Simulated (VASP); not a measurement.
# PtS2 (Fm-3m) in VASP: settings compared

Aim: see how the results for PtS2 move with the level of theory and the settings. Levels: PBEsol, PBE, LDA. Tasks: single point.

Everything below comes from runs of VASP 6.6.1. Logs are shortened: lines on timing, memory, paths and dates and some standing lists are left out, and cuts for length are marked.

**1. The cell of the first run**

It takes space group Fm-3m (No. 225, cubic). Conventional cell: a = 5.952 Å, b = 5.952 Å, c = 5.952 Å, α = 90.00°, β = 90.00°, γ = 90.00°. Within 3.4 Å of Pt (site symmetry m-3m) lie 8 S at 2.58 Å. Within 3.4 Å of S (site symmetry -43m) lie 4 Pt at 2.58 Å and 6 S at 2.98 Å.

**2. Single point, PBEsol**

Contents of INCAR:

```
SYSTEM = PtS2
ALGO = Normal ; EDIFF = 1E-6
ENCUT = 500 ; GGA = PS
GGA_COMPAT = .False. ; ISIF = 2
ISMEAR = -1 ; LASPH = .True.
LCHARG = .False. ; LREAL = .False.
LWAVE = .False. ; NBANDS = 18
NELM = 120 ; PREC = Accurate
SIGMA = 0.02
```

Contents of KPOINTS:

```
k-points
0
Gamma
  4 4 4
  0 0 0
```

Contents of POSCAR:

```
PtS2
1.0
    0.0000000000      2.9757935506      2.9757935506
    2.9757935506      0.0000000000      2.9757935506
    2.9757935506      2.9757935506      0.0000000000
Pt S
1 2
Direct
    0.0000000000      0.0000000000      0.0000000000
    0.2500000000      0.2500000000      0.2500000000
    0.7500000000      0.7500000000      0.7500000000
```

Potentials or basis: VASP PAW PBE potentials, release 64 (Pt, S).

The run is started by

```bash
$ cat potpaw_PBE.64/Pt/POTCAR potpaw_PBE.64/S/POTCAR > POTCAR
$ mpirun -np 1 vasp_std > vasp.out
```

OUTCAR:

```text
SYSTEM = PtS2
   EDIFF = 1E-6
   ENCUT = 500
   GGA = PS
   ISIF = 2
   ISMEAR = -1
   LASPH = .True.
   LREAL = .False.
   NELM = 120
   PREC = Accurate

 ion  position               nearest neighbor table
   1  0.000  0.000  0.000-   3 2.58   3 2.58   3 2.58   2 2.58   3 2.58   2 2.58   2 2.58   2 2.58

   2  0.250  0.250  0.250-   1 2.58   1 2.58   1 2.58   1 2.58
   3  0.750  0.750  0.750-   1 2.58   1 2.58   1 2.58   1 2.58

  LATTYP: Found a face centered cubic cell.
 ALAT       =     5.9515871012

  Lattice vectors:

 A1 = (   0.0000000000,   2.9757935506,   2.9757935506)
 A2 = (   2.9757935506,   0.0000000000,   2.9757935506)
 A3 = (   2.9757935506,   2.9757935506,   0.0000000000)

Analysis of symmetry for initial positions (statically):
=====================================================================
 Subroutine PRICEL returns:
 Original cell was already a primitive cell.

 Routine SETGRP: Setting up the symmetry group for a
 face centered cubic supercell.

 Subroutine GETGRP returns: Found 48 space group operations
 (whereof 48 operations were pure point group operations)
 out of a pool of 48 trial point group operations.

The static configuration has the point symmetry O_h .

Analysis of symmetry for dynamics (positions and initial velocities):
=====================================================================
 Subroutine PRICEL returns:
 Original cell was already a primitive cell.

 Routine SETGRP: Setting up the symmetry group for a
 face centered cubic supercell.

 Subroutine GETGRP returns: Found 48 space group operations
 (whereof 48 operations were pure point group operations)
 out of a pool of 48 trial point group operations.

The dynamic configuration has the point symmetry O_h .

 Subroutine INISYM returns: Found 48 space group operations
 (whereof 48 operations are pure point group operations),
 and found     1 'primitive' translations

----------------------------------------------------------------------------------------

                                     Primitive cell

  volume of cell :      52.7034

  direct lattice vectors                    reciprocal lattice vectors
     0.000000000  2.975793551  2.975793551    -0.168022409  0.168022409  0.168022409
     2.975793551  0.000000000  2.975793551     0.168022409 -0.168022409  0.168022409
     2.975793551  2.975793551  0.000000000     0.168022409  0.168022409 -0.168022409

  length of vectors
     4.208407598  4.208407598  4.208407598     0.291023349  0.291023349  0.291023349

  position of ions in fractional coordinates (direct lattice)
     0.000000000  0.000000000  0.000000000
     0.250000000  0.250000000  0.250000000
     0.750000000  0.750000000  0.750000000

  ion indices of the primitive-cell ions
   primitive index   ion index
                 1           1
                 2           2
                 3           3

----------------------------------------------------------------------------------------

 KPOINTS: k-points

Automatic generation of k-mesh.
 Grid dimensions read from file:
 generate k-points for:    4    4    4

 Generating k-lattice:

  Cartesian coordinates                     Fractional coordinates (reciprocal lattice)
    -0.042005602  0.042005602  0.042005602     0.250000000  0.000000000  0.000000000
     0.042005602 -0.042005602  0.042005602     0.000000000  0.250000000  0.000000000
     0.042005602  0.042005602 -0.042005602     0.000000000  0.000000000  0.250000000

  Length of vectors
     0.072755837  0.072755837  0.072755837

  Shift w.r.t. Gamma in fractional coordinates (k-lattice)
     0.000000000  0.000000000  0.000000000

 Subroutine IBZKPT returns following result:
 ===========================================

 Found      8 irreducible k-points:

 Following reciprocal coordinates:
            Coordinates               Weight
  0.000000  0.000000  0.000000      1.000000
  0.250000  0.000000  0.000000      8.000000
  0.500000  0.000000  0.000000      4.000000
  0.250000  0.250000  0.000000      6.000000
  0.500000  0.250000  0.000000     24.000000
 -0.250000  0.250000  0.000000     12.000000
  0.500000  0.500000  0.000000      3.000000
 -0.250000  0.500000  0.250000      6.000000
   k-points           NKPTS =      8   k-points in BZ     NKDIM =      8   number of bands    NBANDS=     18
   number of dos      NEDOS =    301   number of ions     NIONS =      3
   total plane-waves  NPLWV =  32768
   dimension x,y,z NGX =    32 NGY =   32 NGZ =   32
   dimension x,y,z NGXF=    64 NGYF=   64 NGZF=   64
   ions per type =               1   2
   NGX,Y,Z   is equivalent  to a cutoff of  12.64, 12.64, 12.64 a.u.
   NGXF,Y,Z  is equivalent  to a cutoff of  25.28, 25.28, 25.28 a.u.
 SYSTEM =  PtS2
   PREC   = accura    normal or accurate (medium, high low for compatibility)
   ISTART =      0    job   : 0-new  1-cont  2-samecut
   ICHARG =      2    charge: 1-file 2-atom 10-const
   ISPIN  =      1    spin polarized calculation?
   LNONCOLLINEAR =      F non collinear calculations
   LSORBIT =      F    spin-orbit coupling
   LASPH  =      T    aspherical Exc in radial PAW
   ENCUT  =  500.0 eV  36.75 Ry    6.06 a.u.   7.67  7.67  7.67*2*pi/ulx,y,z
   NELM   =    120;   NELMIN=  2; NELMDL= -5     # of ELM steps
   EDIFF  = 0.1E-05   stopping-criterion for ELM
   LREAL  =      F    real-space projection
[... 7 lines left out ...]
   TEBEG  =    0.0;   TEEND  =   0.0 temperature during run
   PSTRESS=    0.0 pullay stress
   NELECT =      22.0000    total number of electrons
   NUPDOWN=      -1.0000    fix difference up-down
   EMIN   =  10.00;   EMAX   =-10.00  energy-range for DOS
   EFERMI =   0.00;   METHOD = LEGACY
   ISMEAR =    -1;   SIGMA  =   0.02  broadening in eV -4-tet -1-fermi 0-gaus
   EFERMI_NEDOS =   21; number of points for ismear=-14 and -15
   IALGO  =     38    algorithm
   IMIX   =      4    mixing-type and parameters
     AMIX     =   0.40;   BMIX     =  1.00
     AMIX_MAG =   1.60;   BMIX_MAG =  1.00
  volume/ion in A,a.u.               =      17.57       118.55
  Fermi-wavevector in a.u.,A,eV,Ry     =   1.223497  2.312074 20.367174  1.496945
  Thomas-Fermi vector in A             =   2.358606
   LORBIT       =      0    0 simple, 1 ext, 2 COOP (PROOUT), +10 PAW based schemes
   GGA     = PS    functional components
   LHFCALC =     F    Hartree Fock is set to
   AEXX    =    0.0000 exact exchange contribution
   IVDW    =     0    specifies the selected vdW correction
   LEPSILON=     F    determine dielectric tensor
   LRPA    =     F    only Hartree local field effects (RPA)
 non-spin polarized calculation
  energy-cutoff  :      500.00
  volume of cell :       52.70
 maximum number of plane-waves:      1363
 NGX is ok and might be reduce to    32
   NGX = 15   NGY = 15   NGZ = 15

 number of electron      22.0000000 magnetization

 Free energy of the ion-electron system (eV)
  ---------------------------------------------------
  ext. energy  EPLUGINS =         0.00000000
  ---------------------------------------------------
  free energy    TOTEN  =       -15.28206720 eV

  energy without entropy =      -15.27947979  energy(sigma->0) =      -15.28077350

 E-fermi :   8.2102     XC(G=0): -11.1848

 val. band max:        8.0983082152   @ k =   0.5000   0.5000   0.0000
 cond. band min:       8.2655780843   @ k =   0.2500   0.0000   0.0000
 fundamental gap:      0.1672698691
 Fermi energy:         8.2101508615

 k-point     1 :       0.0000    0.0000    0.0000
  band No.  band energies     occupation
      1      -8.1891      2.00000
      2      -3.6123      2.00000
      3       0.6603      2.00000
      4       0.6603      2.00000
      5       0.6603      2.00000
      6       3.8125      2.00000
      7       3.8125      2.00000
      8       6.4911      2.00000
      9       6.4911      2.00000
     10       6.4911      2.00000
     11       8.3852      0.00032
     12       8.3852      0.00032
     13       8.3852      0.00032
     14      10.8006      0.00000
     15      11.4940      0.00000
     16      11.4940      0.00000
     17      11.4940      0.00000
     18      16.0298      0.00000

 k-point     2 :       0.2500    0.0000    0.0000
  band No.  band energies     occupation
      1      -7.6092      2.00000
      2      -4.6247      2.00000
      3       1.0050      2.00000
      4       1.0050      2.00000
      5       2.2891      2.00000
      6       3.5131      2.00000
      7       3.5132      2.00000
      8       3.9133      2.00000
      9       5.7053      2.00000
     10       5.7053      2.00000
     11       7.0014      2.00000
     12       8.2656      0.11778
     13       8.2656      0.11777
     14      11.6166      0.00000
     15      13.2138      0.00000
     16      13.2138      0.00000
     17      14.2309      0.00000
     18      17.0252      0.00000

 k-point     3 :       0.5000    0.0000    0.0000
  band No.  band energies     occupation
      1      -6.4352      2.00000
      2      -5.9368      2.00000
      3       1.3778      2.00000
      4       1.3778      2.00000
      5       2.1875      2.00000
      6       4.0022      2.00000
      7       4.0022      2.00000
      8       4.0503      2.00000
      9       4.0503      2.00000
     10       4.1681      2.00000
     11       5.7172      2.00000
     12       8.4345      0.00003
     13       8.4345      0.00003
     14      12.8849      0.00000
     15      14.2598      0.00000
     16      15.6315      0.00000
     17      15.6315      0.00000
     18      18.8203      0.00000

 k-point     4 :       0.2500    0.2500    0.0000
  band No.  band energies     occupation
      1      -7.4293      2.00000
      2      -4.7280      2.00000
      3       1.0392      2.00000
      4       1.0392      2.00000
      5       1.7974      2.00000
      6       2.9837      2.00000
      7       4.0385      2.00000
      8       4.6212      2.00000
      9       4.9351      2.00000
     10       4.9351      2.00000
     11       8.3397      0.00307
     12       8.3397      0.00307
     13       8.3596      0.00114
     14      10.3877      0.00000
     15      13.1809      0.00000
     16      14.9870      0.00000
     17      14.9870      0.00000
     18      15.4442      0.00000

 k-point     5 :       0.5000    0.2500    0.0000
  band No.  band energies     occupation
      1      -6.4378      2.00000
      2      -5.6135      2.00000
      3       0.4528      2.00000
      4       1.3608      2.00000
      5       1.6134      2.00000
      6       3.2712      2.00000
      7       3.3887      2.00000
      8       4.4006      2.00000
      9       4.5168      2.00000
     10       5.2403      2.00000
     11       7.3050      2.00000
     12       8.4070      0.00011
     13       8.5947      0.00000
     14      11.1216      0.00000
     15      14.6804      0.00000
     16      16.6141      0.00000
     17      16.7010      0.00000
     18      16.8821      0.00000

 k-point     6 :      -0.2500    0.2500    0.0000
  band No.  band energies     occupation
      1      -6.7925      2.00000
      2      -5.3988      2.00000
      3       0.7616      2.00000
      4       1.7410      2.00000
      5       1.7882      2.00000
      6       2.5867      2.00000
      7       3.9244      2.00000
      8       4.0551      2.00000
      9       4.7708      2.00000
     10       5.3678      2.00000
     11       6.7853      2.00000
     12       8.3217      0.00753
     13       8.5154      0.00000
     14      11.5879      0.00000
     15      14.3964      0.00000
     16      14.6945      0.00000
     17      16.3894      0.00000
     18      16.7015      0.00000

 k-point     7 :       0.5000    0.5000    0.0000
  band No.  band energies     occupation
      1      -6.3013      2.00000
      2      -5.4368      2.00000
      3      -0.6669      2.00000
      4       1.9963      2.00000
      5       1.9963      2.00000
      6       2.9608      2.00000
      7       2.9608      2.00000
      8       3.9625      2.00000
      9       4.2839      2.00000
     10       5.4990      2.00000
     11       8.0983      1.99257
     12       9.1944      0.00000
     13       9.1944      0.00000
     14      10.3032      0.00000
     15      14.8411      0.00000
     16      15.1490      0.00000
     17      17.1567      0.00000
     18      17.7104      0.00000

 k-point     8 :      -0.2500    0.5000    0.2500
  band No.  band energies     occupation
      1      -5.9106      2.00000
      2      -5.9106      2.00000
      3      -0.0819      2.00000
      4       0.6836      2.00000
      5       2.6570      2.00000
      6       2.6570      2.00000
      7       2.9792      2.00000
      8       4.2073      2.00000
      9       4.9693      2.00000
     10       6.6444      2.00000
     11       6.6444      2.00000
     12       7.7650      2.00000
     13       9.6010      0.00000
     14      11.2767      0.00000
     15      13.4267      0.00000
     16      16.0534      0.00000
     17      16.0534      0.00000
     18      19.4263      0.00000

------------------------ aborting loop because EDIFF is reached ----------------------------------------

  FORCE on cell =-STRESS in cart. coord.  units (eV):
  Direction    XX          YY          ZZ          XY          YZ          ZX
  --------------------------------------------------------------------------------------
  -------------------------------------------------------------------------------------
  Total       -1.3460922     -1.3460922     -1.3460922      0.0000000      0.0000000     -0.0000000
  in kB      -40.9210709    -40.9210709    -40.9210709      0.0000000      0.0000000     -0.0000000
  external PRESSURE =     -40.9210709 kB  Pullay stress =       0.0000000 kB

 VOLUME and BASIS-vectors are now :
 -----------------------------------------------------------------------------
  energy-cutoff  :      500.00
  volume of cell :       52.70
      direct lattice vectors                 reciprocal lattice vectors
     0.000000000  2.975793551  2.975793551    -0.168022409  0.168022409  0.168022409
     2.975793551  0.000000000  2.975793551     0.168022409 -0.168022409  0.168022409
     2.975793551  2.975793551  0.000000000     0.168022409  0.168022409 -0.168022409

 POSITION                                       TOTAL-FORCE (eV/Angst)
 -----------------------------------------------------------------------------------
      0.00000      0.00000      0.00000        -0.000000      0.000000     -0.000000
      1.48790      1.48790      1.48790        -0.000000     -0.000000      0.000000
      4.46369      4.46369      4.46369         0.000000      0.000000      0.000000
 -----------------------------------------------------------------------------------
    total drift:                                0.000000     -0.000000      0.000000

  FREE ENERGIE OF THE ION-ELECTRON SYSTEM (eV)
  ---------------------------------------------------
  free  energy   TOTEN  =       -15.2820672040 eV

  energy  without entropy=      -15.2794797908  energy(sigma->0) =      -15.28077350
```

Wall time 4.3 s (1 thread of Intel Xeon 6975P-C (Granite Rapids), shared host); peak memory 0.17 GiB.

Results:

| Property | Result |
| --- | --- |
| Free energy | -15.2821 eV |
| Pressure | -4.1 GPa |
| Band gap on the k mesh | zero (bands 11 and 12 overlap by 0.62 eV) |

Levels at points of the mesh, in eV from the Fermi level:
| k point | band 8 | band 9 | band 10 | band 11 | band 12 | band 13 | band 14 | band 15 |
| --- | --- | --- | --- | --- | --- | --- | --- | --- |
| (0.00, 0.00, 0.00) | -1.72 | -1.72 | -1.72 | 0.18 | 0.18 | 0.18 | 2.59 | 3.28 |
| (0.50, 0.00, 0.00) | -4.16 | -4.16 | -4.04 | -2.49 | 0.22 | 0.22 | 4.67 | 6.05 |
| (0.50, 0.50, 0.00) | -4.25 | -3.93 | -2.71 | -0.11 | 0.98 | 0.98 | 2.09 | 6.63 |

Caveat: the k points lie up to 0.46 Å⁻¹ apart, too coarse for converged energies and pressures of a metal; the PAW data sets were made with another functional, which shifts forces and pressure a little; spin-orbit coupling is left out, which moves the levels of the heavy elements.

**3. Single point, PBE**

Contents of INCAR:

```
PREC     = Accurate       # precision mode
ENCUT    = 500            # plane-wave cutoff, eV
EDIFF    = 1E-6           # SCF threshold, eV
ISMEAR   = -1             # smearing method
SIGMA    = 0.02           # smearing width, eV
LREAL    = F              # projectors in reciprocal space
LASPH    = T              # aspherical terms in the spheres
NELM     = 120            # most SCF steps
ALGO     = Normal         # electronic algorithm
ISIF     = 2              # what is computed and relaxed
LWAVE    = F              # write WAVECAR
LCHARG   = T              # write CHGCAR
GGA      = PE             # functional
LELF     = T              # ELF
LVHAR    = T            
NBANDS   = 18             # bands
GGA_COMPAT= F
```

Contents of KPOINTS:

```
Automatic mesh
0
Gamma
  4 4 4
```

POSCAR is that of step 2.

Potentials or basis: VASP PAW PBE potentials, release 64 (Pt, S).

The run is started by

```bash
$ cat potpaw_PBE.64/Pt/POTCAR potpaw_PBE.64/S/POTCAR > POTCAR
$ mpirun -np 1 vasp_std > vasp.out
```

It took 4.7 s on 1 thread of Intel Xeon 6975P-C (Granite Rapids), shared host; peak memory 0.17 GiB.

It converged, with:

- Free energy: -13.6166 eV
- Pressure: 1.3 GPa
- Band gap on the k mesh: zero (bands 11 and 12 overlap by 0.65 eV)

Levels at points of the mesh, in eV from the Fermi level:
```csv
k point,band 7,band 8,band 9,band 10,band 11,band 12,band 13,band 14,band 15,band 16
"(0.00, 0.00, 0.00)",-4.38,-1.73,-1.73,-1.73,0.18,0.18,0.18,2.69,3.38,3.38
"(0.50, 0.00, 0.00)",-4.19,-4.14,-4.14,-4.02,-2.48,0.22,0.22,4.71,6.21,7.48
"(0.50, 0.50, 0.00)",-5.22,-4.21,-3.91,-2.70,-0.15,0.96,0.96,2.18,6.68,7.04
```

Caveat: the k points lie up to 0.46 Å⁻¹ apart, too coarse for converged energies and pressures of a metal; spin-orbit coupling is left out, which moves the levels of the heavy elements.

**4. Single point, LDA**

Contents of INCAR:

```
SYSTEM = PtS2
  PREC = Accurate
  ENCUT = 500
  EDIFF = 1E-6
  ISMEAR = -1
  SIGMA = 0.02
  LREAL = .False.
  LASPH = .True.
  NELM = 120
  ALGO = Normal
  ISIF = 2
  LWAVE = .False.
  LCHARG = .True.
  LELF = .True.
  LVHAR = .True.
  NBANDS = 18
  GGA_COMPAT = .False.
```

Contents of KPOINTS:

```
regular mesh
0
Gamma
  6 6 6
  0 0 0
```

POSCAR is that of step 3.

Potentials or basis: VASP PAW LDA potentials, release 64 (Pt, S).

The run is started by

```bash
$ cat potpaw_LDA.64/Pt/POTCAR potpaw_LDA.64/S/POTCAR > POTCAR
$ mpirun -np 1 vasp_std > vasp.out
```

It took 5.7 s on 1 thread of Intel Xeon 6975P-C (Granite Rapids), shared host; peak memory 0.15 GiB.

It converged, with:

```yaml
Free_energy: -16.4339 eV
Pressure: -6.6 GPa
Band_gap_on_the_k_mesh: zero (bands 11 and 12 overlap by 0.57 eV)
```

Levels at points of the mesh, in eV from the Fermi level:
| k point | band 8 | band 9 | band 10 | band 11 | band 12 | band 13 | band 14 | band 15 |
| --- | --- | --- | --- | --- | --- | --- | --- | --- |
| (0.00, 0.00, 0.00) | -1.53 | -1.53 | -1.53 | 0.37 | 0.37 | 0.37 | 2.77 | 3.49 |
| (0.50, 0.00, 0.00) | -3.95 | -3.95 | -3.85 | -2.30 | 0.42 | 0.42 | 4.86 | 6.19 |
| (0.50, 0.50, 0.00) | -4.04 | -3.72 | -2.52 | 0.06 | 1.16 | 1.16 | 2.29 | 6.85 |

Caveat: the cell stands under tension; spin-orbit coupling is left out, which moves the levels of the heavy elements.

[end of part 1 of 2]
